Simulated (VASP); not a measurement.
# TmF: single point with PBE

The system is TmF.

```xyz
2
Lattice="3.2510 0.0000 0.0000 -1.6255 2.8155 0.0000 0.0000 0.0000 3.8474" Properties=species:S:1:pos:R:3 pbc="T T T"
Tm    1.6255    0.9385    0.0000
F     0.0000    0.0000    1.9237
```

The cell was built from a structure type or drawn by symmetry, and may not be a known phase.

| Property | Result |
| --- | --- |
| Program | VASP 6.6.1 |
| Task | single point |
| Functional | PBE |
| Potentials or basis | VASP PAW PBE potentials, release 64 (Tm_3, F), 4f in core |
| Cutoff | 600 eV |
| k mesh | 18 × 18 × 14 |
| Occupations | gaussian, width 0.1 eV |
| Spin | no spin polarisation |
| Dipole correction | no |
| Mended | yes |
| Further INCAR settings | ALGO = Normal; EDIFF = 1e-06; NBANDS = 15 |

```json
{
  "Pressure": "-0.3 GPa",
  "Band gap on the k mesh": "zero (bands 8 and 9 overlap by 1.19 eV)"
}
```

Stress tensor (GPa, compression positive):
```
 0.06  0.00  0.00
 0.00  0.06  0.00
 0.00  0.00 -0.97
```

Levels at points of the mesh, in eV from the Fermi level:
| k point | band 5 | band 6 | band 7 | band 8 | band 9 | band 10 | band 11 | band 12 |
| --- | --- | --- | --- | --- | --- | --- | --- | --- |
| (0.00, 0.00, 0.00) | -7.81 | -7.26 | -7.26 | -4.27 | -0.75 | 1.93 | 1.93 | 4.53 |
| (0.50, 0.00, 0.00) | -8.73 | -8.11 | -7.39 | -1.84 | 1.41 | 1.79 | 2.86 | 3.51 |
| (0.00, 0.00, 0.50) | -9.00 | -7.26 | -7.26 | -2.24 | 1.63 | 1.63 | 1.76 | 3.98 |
| (0.50, 0.00, 0.50) | -8.34 | -8.16 | -7.61 | -1.40 | 0.27 | 3.89 | 3.89 | 4.94 |

It took 73 s on 1 thread of Intel(R) Xeon(R) 6975P-C (Granite Rapids) (shared host), peak memory 0.32 GiB.

Caveat: spin-orbit coupling is left out, which moves the levels of the heavy elements; the 4f electrons are frozen in the core, so they carry no moment and show no levels; the run has no spin polarisation, though such a crystal can be magnetic. With open d or f shells a metallic result of PBE can be an artefact of self-interaction; +U or a hybrid may open a gap.
